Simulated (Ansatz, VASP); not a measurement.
N in VASP and in Ansatz

File INCAR:

```
SYSTEM = N
PREC = Accurate ; ENCUT = 520
EDIFF = 1E-6 ; ISMEAR = -1
SIGMA = 0.05 ; LREAL = .False.
LASPH = .True. ; NELM = 150
ALGO = Normal ; ISIF = 2
LWAVE = .False. ; LCHARG = .False.
ISPIN = 2 ; MAGMOM = 1 0
LORBIT = 11 ; NUPDOWN = 1.0
GGA = PE ; IVDW = 13
NBANDS = 16
```

File KPOINTS:

```
regular mesh
0
Gamma
  12 12 11
  0 0 0
```

File POSCAR:

```
N
1.0
    2.5194737886      0.0000000000      0.0000000000
   -1.2597368943      2.1819283051      0.0000000000
    0.0000000000      0.0000000000      2.4460020000
N
2
Direct
    0.3333333333      0.6666666667      0.7500000000
    0.6666666667      0.3333333333      0.2500000000
```

The input input.yaml:

```yaml
crystal:
  lattice: { a: 2.5194737886, b: 2.5194737886, c: 2.446002, alpha: 90.0, beta: 90.0, gamma: 120.0 }
  atoms:
    - { symbol: "N", position: [0.3333333333, 0.6666666667, 0.75], spin: 1.0 }
    - { symbol: "N", position: [0.6666666667, 0.3333333333, 0.25] }
kpoints:
  mp_grid: { grid: [12, 12, 11] }
scf:
  occupations: { method: fermi_dirac, width: 0.05 }
hamiltonian:
  xc: pbe
  dispersion: d4
  pseudopotentials:
    kind: all_electron
    lapw: { basis_error: 0.001 }
    nuclear_model: point
magnetization:
  spin_polarized: true
  initial_magnetization: 1.0
  spin_locking: { lock_magnetization: hard }
output:
  forces: true
  stress: true
  eigenvalues: true
  xc_energy_on_converged_density: [revpbe, pbesol, pbe]
```

Alike in both runs: task single point; functional PBE; dispersion D4; k mesh 12 × 12 × 11; occupations fermi-dirac, width 0.05 eV; collinear spin; fixed moment 1 μB.

|  | VASP | Ansatz |
| --- | --- | --- |
| version | VASP 6.6.1 | Ansatz 0.2.0 |
| potentials or method | VASP PAW PBE potentials, release 64 (N), cutoff 520 eV | all-electron LAPW, point nuclei |

VASP gave:

- pressure (GPa): 13.6
- traceless stress, the component that is largest in VASP (GPa): -2.28
- size of the moment on the site where the two differ most (μB): 0.40

What did Ansatz give for the same quantities?

Pressure (GPa): 13.5; traceless stress, the component that is largest in VASP (GPa): -2.40; size of the moment on the site where the two differ most (μB): 0.46.

Site moments also hang on the region over which each program counts them. Ansatz ran all-electron here, and VASP with PAW potentials.
